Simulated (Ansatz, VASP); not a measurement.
# Two plane-wave programs on Mg3CdSe4

```
Mg Cd Se
1.0
    -2.96500    2.96500    5.93000
     2.96500   -2.96500    5.93000
     2.96500    2.96500   -5.93000
Mg Cd Se
3 1 4
Cartesian
  0.0000 2.9650 2.9650
  2.9650 0.0000 2.9650
  0.0000 0.0000 5.9300
  0.0000 0.0000 0.0000
  1.4825 1.4825 -1.4825
  1.4825 1.4825 4.4475
  -1.4825 1.4825 7.4125
  1.4825 -1.4825 7.4125
```

Alike in both runs: task relaxation of cell and atoms; functional PBE; k mesh 3 × 3 × 3; occupations gaussian, width 0.15 eV; no spin polarisation.

|  | VASP | Ansatz |
| --- | --- | --- |
| version | VASP 6.6.1 | Ansatz 0.2.0 |
| potentials or method | VASP PAW PBE potentials, release 64 (Mg, Cd, Se), cutoff 600 eV | scalar-relativistic, plane waves, PAW |
| valence electrons in the cell | 42 | 114 |

|  | VASP | Ansatz | Ansatz less VASP |
| --- | --- | --- | --- |
| gap on the k mesh at the Fermi level, each at its own relaxed structure (eV) | 1.98 | 1.96 | -0.011 |
| relaxed volume (Å³/atom) | 27.53 | 27.64 | +0.114 |
| relaxed length of the cell vector where the two differ most in proportion (Å) | 7.396 | 7.405 | +0.0089 |

VASP's potentials hold 42 valence electrons a cell and Ansatz's 114, so a difference there can come from the potentials and not from the codes.

The k mesh is coarse, so the values compare programs but aren't converged.
